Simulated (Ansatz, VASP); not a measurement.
TaRu: VASP beside Ansatz

Contents of INCAR:

```
PREC = Accurate
ENCUT = 520
EDIFF = 1E-6
ISMEAR = -1
SIGMA = 0.03
LREAL = F
LASPH = T
NELM = 80
ALGO = Normal
ISIF = 2
LWAVE = F
LCHARG = F
NBANDS = 20
```

File KPOINTS:

```
regular mesh
0
Gamma
  13 13 13
```

POSCAR

```
TaRu
1.0
    3.1763410575      0.0000000000      0.0000000000
    0.0000000000      3.1763410575      0.0000000000
    0.0000000000      0.0000000000      3.1763410575
Ta Ru
1 1
Direct
    0.5000000000      0.5000000000      0.5000000000
    0.0000000000      0.0000000000      0.0000000000
```

Input for Ansatz:

```yaml
crystal:
  lattice:
    - [3.1763410575, 0.0, 0.0]
    - [0.0, 3.1763410575, 0.0]
    - [0.0, 0.0, 3.1763410575]
  atoms:
    - { symbol: Ta, position: [0.5, 0.5, 0.5] }
    - { symbol: Ru, position: [0.0, 0.0, 0.0] }
kpoints:
  mp_grid: { grid: [13, 13, 13] }
  band_path:
    path:
      - [0.0, 0.0, 0.0]
      - [0.0, 0.5, 0.0]
      - [0.5, 0.5, 0.0]
      - [0.0, 0.0, 0.0]
      - [0.5, 0.5, 0.5]
      - [0.0, 0.5, 0.0]
      - [0.5, 0.5, 0.5]
      - [0.5, 0.5, 0.0]
    npoints: 5
scf:
  occupations: { method: fermi_dirac, width: 0.03 }
hamiltonian:
  xc: lda
  pseudopotentials: { kind: all_electron, lapw: { basis_error: 0.00025 } }
output:
  forces: true
  stress: true
  eigenvalues: true
```

Change from the starting cell: volume scaled by 0.99.

Alike in both runs: task single point; functional LDA; k mesh 13 × 13 × 13; occupations fermi-dirac, width 0.03 eV; no spin polarisation.

|  | VASP | Ansatz |
| --- | --- | --- |
| version | VASP 6.6.1 | Ansatz 0.2.0 |
| potentials or method | VASP PAW LDA potentials, release 64 (Ta_pv, Ru_pv), cutoff 520 eV | all-electron LAPW, scalar-relativistic |

VASP gave:

```
pressure (GPa) : -13.3
```

Question: Estimate Ansatz's values.

Answer: Pressure (GPa): -14.0.

LDA's correlation is that of Perdew and Zunger in VASP and of Perdew and Wang (1992) in Ansatz. Ansatz ran all-electron here, and VASP with PAW potentials.

Neither program's run includes spin-orbit coupling.
